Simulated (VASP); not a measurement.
# HfO2: relaxation of cell and atoms with revPBE

Crystal: HfO2.

```
Hf O
1.0
     3.55802    0.00000    0.00000
     0.00000    3.55802    0.00000
     0.00000    0.00000    5.17186
Hf O
2 4
Direct
  0.00000 0.00000 0.00000
  0.50000 0.50000 0.50000
  0.00000 0.50000 0.19721
  0.50000 0.00000 0.30279
  0.50000 0.00000 0.80279
  0.00000 0.50000 0.69721
```

```json
{"Program": "VASP 6.6.1", "Task": "relaxation of cell and atoms", "Functional": "revPBE", "Potentials or basis": "VASP PAW PBE potentials, release 64 (Hf_pv, O)", "Cutoff": "600 eV", "k mesh": "8 × 8 × 5", "Occupations": "fermi-dirac, width 0.05 eV", "Spin": "no spin polarisation", "Dipole correction": "no", "Further INCAR settings": "ALGO = Normal; EDIFF = 1e-06; IBRION = 2; EDIFFG = -0.01; NSW = 60; ISIF = 3"}
```

* Relaxed volume: 11.44 Å³/atom
* Relaxed cell: a = 3.605 Å, b = 3.605 Å, c = 5.281 Å, α = 90.00°, β = 90.00°, γ = 90.00°
* Space group after relaxing (to 0.1 Å): P4_2/nmc (No. 137)
* Energy gained by relaxing: 14.3 meV/atom
* Ionic steps: 13
* Pressure after relaxing: 0.0 GPa
* Band gap on the k mesh: 4.73 eV (least direct gap 4.79 eV)

The path:
```tsv
step	energy change (eV)	largest force (eV/Å)	pressure (GPa)	volume (Å³)
1	0.0000	0.1149	9.94	65.47
2	0.0875	0.3857	-12.07	72.10
3	-0.0772	0.1074	-0.18	68.07
4	-0.0772	0.1020	0.16	68.00
5	-0.0792	0.0940	0.16	68.08
6	-0.0831	0.0666	0.17	68.32
7	-0.0808	0.0005	0.35	68.78
8	-0.0838	0.0486	0.20	68.46
9	-0.0852	0.0234	-0.08	68.62
10	-0.0854	0.0076	-0.27	68.73
11	-0.0854	0.0103	-0.25	68.72
12	-0.0855	0.0068	0.15	68.61
13	-0.0855	0.0013	0.02	68.65
```

Final structure:
```
Hf O
1.0
     3.60550    0.00000    0.00000
     0.00000    3.60550    0.00000
     0.00000    0.00000    5.28065
Hf O
2 4
Direct
  0.00000 0.00000 0.00000
  0.50000 0.50000 0.50000
  0.00000 0.50000 0.19101
  0.50000 0.00000 0.30899
  0.50000 0.00000 0.80899
  0.00000 0.50000 0.69101
```

Levels at points of the mesh, in eV from the valence-band top:
```tsv
k point	band 20	band 21	band 22	band 23	band 24	band 25
(0.00, 0.00, 0.00)	-0.15	-0.06	-0.06	4.73	4.76	5.94
(0.50, 0.00, 0.00)	-1.36	-0.14	-0.14	5.09	5.09	6.05
(0.50, 0.50, 0.00)	-0.71	-0.70	-0.70	5.81	5.81	6.05
```

Wall time 4.4 min on 1 thread of Intel(R) Xeon(R) 6975P-C (Granite Rapids) (shared host), peak memory 0.23 GiB.

Caveat: the PAW data sets were made with another functional, which shifts forces and pressure a little; spin-orbit coupling is left out, which moves the levels of the heavy elements; an odd mesh through Γ misses points on the zone boundary, where band edges can lie.
